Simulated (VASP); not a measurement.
A run of VASP 6.6.1:

File INCAR:

```
SYSTEM = Co
  PREC = Accurate
  ENCUT = 520
  EDIFF = 1E-6
  ISMEAR = -1
  SIGMA = 0.01
  LREAL = .False.
  LASPH = .True.
  NELM = 150
  ALGO = Normal
  ISIF = 2
  LWAVE = .False.
  LCHARG = .False.
  ISPIN = 2
  MAGMOM = 1.69 1.69
  LORBIT = 11
  LMAXMIX = 4
  GGA = PE
  NBANDS = 20
```

Contents of KPOINTS:

```
Automatic mesh
0
Gamma
  14 14 8
  0 0 0
```

POSCAR

```
Co
1.0
    2.4935221926      0.0000000000      0.0000000000
   -1.2467610963      2.1594535637      0.0000000000
    0.0000000000      0.0000000000      4.0277844638
Co
2
Direct
    0.3333333333      0.6666666667      0.2500000000
    0.6666666667      0.3333333333      0.7500000000
```

Potentials or basis: VASP PAW PBE potentials, release 64 (Co).

Run with:

```bash
$ cat potpaw_PBE.64/Co/POTCAR > POTCAR
$ mpirun -np 1 vasp_std > vasp.out
```

Hardware: 1 thread of Intel(R) Xeon(R) 6975P-C (Granite Rapids), with other jobs on the host.

Task: How long does it take, and how much memory?

Result: Wall time 40 s on 1 thread of Intel(R) Xeon(R) 6975P-C (Granite Rapids) (shared host), peak memory 0.19 GiB. Counts: scf iterations 13, k points 120.
